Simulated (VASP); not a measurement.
# Sr: single point with PBE

Crystal: Sr.

```
Sr
1.0
    -2.44901    2.44901    2.44901
     2.44901   -2.44901    2.44901
     2.44901    2.44901   -2.44901
Sr
1
Direct
  0.00000 0.00000 0.00000
```

This isn't the form of Sr at room conditions, which is fcc.

```yaml
Program: VASP 6.6.1
Task: single point
Functional: PBE
Potentials_or_basis: VASP PAW PBE potentials, release 64 (Sr_sv)
Cutoff: 520 eV
k_mesh: 12 × 12 × 12
Occupations: fermi-dirac, width 0.05 eV
Spin: collinear spin
Starting_moments: "[-1.0] μB"
```

```
Pressure                                              : -0.8 GPa
Band gap on the k mesh                                : zero (filled and empty bands overlap)
Net moment                                            : 0.00 μB per cell
Valence electrons inside the program's atomic spheres : Sr 7.90
```

Levels at points of the mesh, in eV from the Fermi level:
Spin up:
| k point | band 2 | band 3 | band 4 | band 5 | band 6 | band 7 | band 8 | band 9 |
| --- | --- | --- | --- | --- | --- | --- | --- | --- |
| (0.00, 0.00, 0.00) | -18.67 | -18.67 | -18.67 | -3.56 | 2.27 | 2.27 | 2.27 | 3.52 |
| (0.50, 0.00, 0.00) | -18.82 | -18.72 | -18.67 | -0.99 | 0.12 | 1.19 | 3.31 | 3.96 |
| (0.50, 0.50, 0.50) | -18.78 | -18.78 | -18.78 | -0.08 | -0.08 | 3.34 | 3.34 | 3.34 |
Spin down:
```csv
k point,band 2,band 3,band 4,band 5,band 6,band 7,band 8,band 9
"(0.00, 0.00, 0.00)",-18.67,-18.67,-18.67,-3.56,2.27,2.27,2.27,3.52
"(0.50, 0.00, 0.00)",-18.82,-18.72,-18.67,-0.99,0.12,1.19,3.31,3.96
"(0.50, 0.50, 0.50)",-18.78,-18.78,-18.78,-0.08,-0.08,3.34,3.34,3.34
```

It took 46 s on 1 thread of Intel(R) Xeon(R) Platinum 8488C (Sapphire Rapids), with other jobs on the host, peak memory 0.26 GiB.
